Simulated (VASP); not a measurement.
# KSrBr3 (Pm-3m) in VASP: a series of runs, part 2 of 2

VASP 6.6.1. The steps go on from the part before.

### Step 4. Single point, PBE (strain +2.5%)

INCAR reads:

```
ALGO     = Normal         # electronic algorithm
EDIFF    = 1E-6           # SCF threshold, eV
ENCUT    = 520            # plane-wave cutoff, eV
GGA      = PE             # functional
ISIF     = 2              # what is computed and relaxed
ISMEAR   = -1             # smearing method
LASPH    = True           # aspherical terms in the spheres
LCHARG   = False          # write CHGCAR
LREAL    = False          # projectors in reciprocal space
LWAVE    = False          # write WAVECAR
NBANDS   = 28             # bands
NELM     = 60             # most SCF steps
PREC     = Accurate       # precision mode
SIGMA    = 0.02           # smearing width, eV
```

KPOINTS reads:

```
k-points
0
Gamma
  4 4 4
```

POSCAR reads:

```
KSrBr3
1.0
    6.0864973656      0.0000000000      0.0000000000
    0.0000000000      6.0864973656      0.0000000000
    0.0000000000      0.0000000000      6.0864973656
K Sr Br
1 1 3
Direct
    0.0000000000      0.0000000000      0.0000000000
    0.5000000000      0.5000000000      0.5000000000
    0.5000000000      0.5000000000      0.0000000000
    0.5000000000      0.0000000000      0.5000000000
    0.0000000000      0.5000000000      0.5000000000
```

Potentials or basis: VASP PAW PBE potentials, release 64 (K_sv, Sr_sv, Br).

Started as:

```sh
$ cat potpaw_PBE.64/K_sv/POTCAR potpaw_PBE.64/Sr_sv/POTCAR potpaw_PBE.64/Br/POTCAR > POTCAR
$ mpirun -np 1 vasp_std > vasp.out
```

OUTCAR:

```text
EDIFF = 1E-6
   ENCUT = 520
   GGA = PE
   ISIF = 2
   ISMEAR = -1
   LASPH = True
   LREAL = False
   NELM = 60
   PREC = Accurate

 ion  position               nearest neighbor table
   1  0.000  0.000  0.000-
   2  0.500  0.500  0.500-   3 3.04   4 3.04   5 3.04   3 3.04   4 3.04   5 3.04
   3  0.500  0.500  0.000-   2 3.04   2 3.04
   4  0.500  0.000  0.500-   2 3.04   2 3.04
   5  0.000  0.500  0.500-   2 3.04   2 3.04

  LATTYP: Found a simple cubic cell.
 ALAT       =     6.0864973656

  Lattice vectors:

 A1 = (   6.0864973656,   0.0000000000,   0.0000000000)
 A2 = (   0.0000000000,   6.0864973656,   0.0000000000)
 A3 = (   0.0000000000,   0.0000000000,   6.0864973656)

Analysis of symmetry for initial positions (statically):
=====================================================================
 Subroutine PRICEL returns:
 Original cell was already a primitive cell.

 Routine SETGRP: Setting up the symmetry group for a
 simple cubic supercell.

 Subroutine GETGRP returns: Found 48 space group operations
 (whereof 48 operations were pure point group operations)
 out of a pool of 48 trial point group operations.

The static configuration has the point symmetry O_h .

Analysis of symmetry for dynamics (positions and initial velocities):
=====================================================================
 Subroutine PRICEL returns:
 Original cell was already a primitive cell.

 Routine SETGRP: Setting up the symmetry group for a
 simple cubic supercell.

 Subroutine GETGRP returns: Found 48 space group operations
 (whereof 48 operations were pure point group operations)
 out of a pool of 48 trial point group operations.

The dynamic configuration has the point symmetry O_h .

 Subroutine INISYM returns: Found 48 space group operations
[... 104 lines left out ...]
   EFERMI_NEDOS =   21; number of points for ismear=-14 and -15
   IALGO  =     38    algorithm
   IMIX   =      4    mixing-type and parameters
     AMIX     =   0.40;   BMIX     =  1.00
     AMIX_MAG =   1.60;   BMIX_MAG =  1.00
  volume/ion in A,a.u.               =      45.10       304.32
  Fermi-wavevector in a.u.,A,eV,Ry     =   0.919872  1.738306 11.512766  0.846164
  Thomas-Fermi vector in A             =   2.045114
   LORBIT       =      0    0 simple, 1 ext, 2 COOP (PROOUT), +10 PAW based schemes
   GGA     = PE    functional components
   LHFCALC =     F    Hartree Fock is set to
   AEXX    =    0.0000 exact exchange contribution
   IVDW    =     0    specifies the selected vdW correction
   LEPSILON=     F    determine dielectric tensor
   LRPA    =     F    only Hartree local field effects (RPA)
 non-spin polarized calculation
  energy-cutoff  :      520.00
  volume of cell :      225.48
 maximum number of plane-waves:      6091
 NGX is ok and might be reduce to    48
   NGX = 23   NGY = 23   NGZ = 23

 number of electron      40.0000000 magnetization

 Free energy of the ion-electron system (eV)
  ---------------------------------------------------
  ext. energy  EPLUGINS =         0.00000000
  ---------------------------------------------------
  free energy    TOTEN  =       -17.14139261 eV

  energy without entropy =      -17.14139261  energy(sigma->0) =      -17.14139261

 E-fermi :  -1.3270     XC(G=0):  -6.6897

 val. band max:       -1.8302307578   @ k =   0.5000   0.5000   0.5000
 cond. band min:       1.8190844799   @ k =   0.0000   0.0000   0.0000
 fundamental gap:      3.6493152377
 Fermi energy:        -1.3269733683

 k-point     1 :       0.0000    0.0000    0.0000
  band No.  band energies     occupation
      1     -35.1013      2.00000
      2     -31.3149      2.00000
      3     -17.1465      2.00000
      4     -17.1465      2.00000
      5     -17.1465      2.00000
      6     -14.7578      2.00000
[... 299 lines left out ...]
     27       5.4715      0.00000
     28       6.3110      0.00000

------------------------ aborting loop because EDIFF is reached ----------------------------------------

  FORCE on cell =-STRESS in cart. coord.  units (eV):
  Direction    XX          YY          ZZ          XY          YZ          ZX
  --------------------------------------------------------------------------------------
  -------------------------------------------------------------------------------------
  Total       -1.0220674     -1.0220674     -1.0220674     -0.0000000     -0.0000000      0.0000000
  in kB       -7.2625274     -7.2625274     -7.2625274     -0.0000000     -0.0000000      0.0000000
  external PRESSURE =      -7.2625274 kB  Pullay stress =       0.0000000 kB

 VOLUME and BASIS-vectors are now :
 -----------------------------------------------------------------------------
  energy-cutoff  :      520.00
  volume of cell :      225.48
      direct lattice vectors                 reciprocal lattice vectors
     6.086497366  0.000000000  0.000000000     0.164298108  0.000000000  0.000000000
     0.000000000  6.086497366  0.000000000     0.000000000  0.164298108  0.000000000
     0.000000000  0.000000000  6.086497366     0.000000000  0.000000000  0.164298108

 POSITION                                       TOTAL-FORCE (eV/Angst)
 -----------------------------------------------------------------------------------
      0.00000      0.00000      0.00000         0.000000      0.000000      0.000000
      3.04325      3.04325      3.04325         0.000000      0.000000      0.000000
      3.04325      3.04325      0.00000         0.000000      0.000000      0.000000
      3.04325      0.00000      3.04325         0.000000      0.000000      0.000000
      0.00000      3.04325      3.04325         0.000000      0.000000      0.000000
 -----------------------------------------------------------------------------------
    total drift:                                0.000000     -0.000000     -0.000000

  FREE ENERGIE OF THE ION-ELECTRON SYSTEM (eV)
  ---------------------------------------------------
  free  energy   TOTEN  =       -17.1413926125 eV

  energy  without entropy=      -17.1413926125  energy(sigma->0) =      -17.14139261
```

OSZICAR:

```text
N       E                     dE             d eps       ncg     rms          rms(c)
DAV:   1     0.287997902039E+03    0.28800E+03   -0.16939E+04   560   0.120E+03
DAV:   2     0.919779967149E+01   -0.27880E+03   -0.27217E+03   716   0.273E+02
DAV:   3    -0.171538942104E+02   -0.26352E+02   -0.26274E+02   840   0.750E+01
DAV:   4    -0.177455454818E+02   -0.59165E+00   -0.59016E+00   876   0.112E+01
DAV:   5    -0.177630810503E+02   -0.17536E-01   -0.17534E-01   796   0.119E+00    0.149E+01
DAV:   6    -0.172562953802E+02    0.50679E+00   -0.84407E-01   692   0.326E+00    0.914E+00
DAV:   7    -0.171557018528E+02    0.10059E+00   -0.74065E-01   768   0.340E+00    0.134E+00
DAV:   8    -0.171432062379E+02    0.12496E-01   -0.83040E-02   772   0.119E+00    0.344E-01
DAV:   9    -0.171420340870E+02    0.11722E-02   -0.52449E-03   768   0.396E-01    0.131E-01
DAV:  10    -0.171413309704E+02    0.70312E-03   -0.40050E-03   748   0.315E-01    0.759E-02
DAV:  11    -0.171413734026E+02   -0.42432E-04   -0.66775E-04   828   0.107E-01    0.378E-02
DAV:  12    -0.171413887281E+02   -0.15326E-04   -0.24111E-05   744   0.278E-02    0.922E-03
DAV:  13    -0.171413920835E+02   -0.33554E-05   -0.43816E-06   660   0.102E-02    0.623E-03
DAV:  14    -0.171413926125E+02   -0.52897E-06   -0.59809E-07   548   0.397E-03
   1 F= -.17141393E+02 E0= -.17141393E+02  d E =-.198500E-11
```

Wall time 55 s (1 thread of Intel Xeon Platinum 8259CL at 2.50GHz (Skylake/Cascade Lake), shared host); peak memory 0.35 GiB.

What came out:

```
Free energy            : -17.1414 eV
Pressure               : -0.7 GPa
Band gap on the k mesh : 3.65 eV, indirect (least direct gap 3.90 eV)
```

Caveat: the cell differs from its parent crystal (strain +2.5%). A k mesh can miss the band edges.

### Step 5. Single point, r2SCAN (strain -1.0%)

Edit POSCAR of step 4 so:

```diff
@@ -2,5 +2,5 @@
 1.0
-    6.0864973656      0.0000000000      0.0000000000
-    0.0000000000      6.0864973656      0.0000000000
-    0.0000000000      0.0000000000      6.0864973656
+    5.8786657483      0.0000000000      0.0000000000
+    0.0000000000      5.8786657483      0.0000000000
+    0.0000000000      0.0000000000      5.8786657483
 K Sr Br
```

INCAR.step1 reads:

```
  PREC = Accurate
  ENCUT = 520
  ISMEAR = 0
  SIGMA = 0.01
  LREAL = F
  LASPH = T
  NELM = 80
  NBANDS = 28
  GGA = PE
  ALGO = Normal
  EDIFF = 1E-4
  LWAVE = T
  LCHARG = F
```

INCAR.step2 reads:

```
  PREC = Accurate
  ENCUT = 520
  EDIFF = 1E-6
  ISMEAR = 0
  SIGMA = 0.01
  LREAL = F
  LASPH = T
  NELM = 80
  ALGO = Normal
  ISIF = 2
  LWAVE = F
  LCHARG = F
  METAGGA = R2SCAN
  LMIXTAU = T
  NBANDS = 28
  ISTART = 1
```

KPOINTS reads:

```
regular mesh
0
Gamma
  4 4 4
```

Started as:

```sh
$ cat potpaw_PBE.64/K_sv/POTCAR potpaw_PBE.64/Sr_sv/POTCAR potpaw_PBE.64/Br/POTCAR > POTCAR
$ cp INCAR.step1 INCAR
$ mpirun -np 1 vasp_std > vasp.out
$ cp INCAR.step2 INCAR
$ mpirun -np 1 vasp_std > vasp.out
```

It took 2.9 min on 1 thread of Intel Xeon Platinum 8259CL at 2.50GHz (Skylake/Cascade Lake), shared host; peak memory 0.39 GiB.

Results (log left out):

- Free energy: -71.5976 eV
- Pressure: 0.7 GPa
- Band gap on the k mesh: 4.47 eV, indirect (least direct gap 4.72 eV)

Levels at points of the mesh, in eV from the valence-band top:
```csv
k point,band 17,band 18,band 19,band 20,band 21,band 22,band 23,band 24
"(0.00, 0.00, 0.00)",-0.49,-0.24,-0.24,-0.24,4.47,5.82,5.82,5.82
"(0.50, 0.00, 0.00)",-0.79,-0.60,-0.33,-0.33,6.02,6.19,6.23,7.10
"(0.50, 0.50, 0.00)",-0.80,-0.76,-0.76,-0.01,6.85,7.23,7.23,7.52
"(0.50, 0.50, 0.50)",-1.39,0.00,0.00,0.00,5.84,7.18,7.18,7.18
```

Caveat: the cell differs from its parent crystal (strain -1.0%); the PAW data sets were made with another functional, which shifts forces and pressure a little. A k mesh can miss the band edges.

### Step 6. Overview

```tsv
level	cell	smearing	gap on the mesh (eV)	pressure (GPa)
PBE	a = 5.879 Å, 5 atoms	fermi-dirac 0.02 eV	3.79	1.1
PBE	a = 5.938 Å, 5 atoms	fermi-dirac 0.02 eV	3.75	0.5
PBE	a = 6.086 Å, 5 atoms	fermi-dirac 0.02 eV	3.65	-0.7
r2SCAN	a = 5.879 Å, 5 atoms	gaussian 0.01 eV	4.47	0.7
```

Alike in all rows: task single point; potentials or basis VASP PAW PBE potentials, release 64 (K_sv, Sr_sv, Br); no spin polarisation; k mesh 4 × 4 × 4; cutoff (eV) 520.

Caveats: the PAW data sets were made with another functional, which shifts forces and pressure a little (some runs).

Total energies depend on the potentials used, so only differences within one code and one set of settings carry meaning.
